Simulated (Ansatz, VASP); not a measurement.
# La: VASP beside Ansatz

```xyz
2
Lattice="3.7065 0.0000 0.0000 -1.8532 3.2099 0.0000 0.0000 0.0000 5.9531" Properties=species:S:1:pos:R:3 pbc="T T T"
La    0.0000    2.1399    1.4883
La    1.8532    1.0700    4.4649
```

Change from the starting cell: volume scaled by 0.9405.

Alike in both runs: task single point; functional PBE; k mesh 12 × 12 × 7; occupations fermi-dirac, width 0.05 eV; no spin polarisation.

|  | VASP | Ansatz |
| --- | --- | --- |
| version | VASP 6.6.1 | Ansatz 0.2.0 |
| potentials or method | VASP PAW PBE potentials, release 64 (La), cutoff 520 eV | all-electron LAPW, scalar-relativistic |

Ansatz gave:

| Item | Value |
| --- | --- |
| pressure (GPa) | 1.7 |
| traceless stress, the component that is largest in VASP (GPa) | 0.14 |

Question: Estimate VASP's values.

Answer: Pressure (GPa): 1.8; traceless stress, the component that is largest in VASP (GPa): 0.15.

Ansatz ran all-electron here, and VASP with PAW potentials.

Spin-orbit coupling is off throughout.
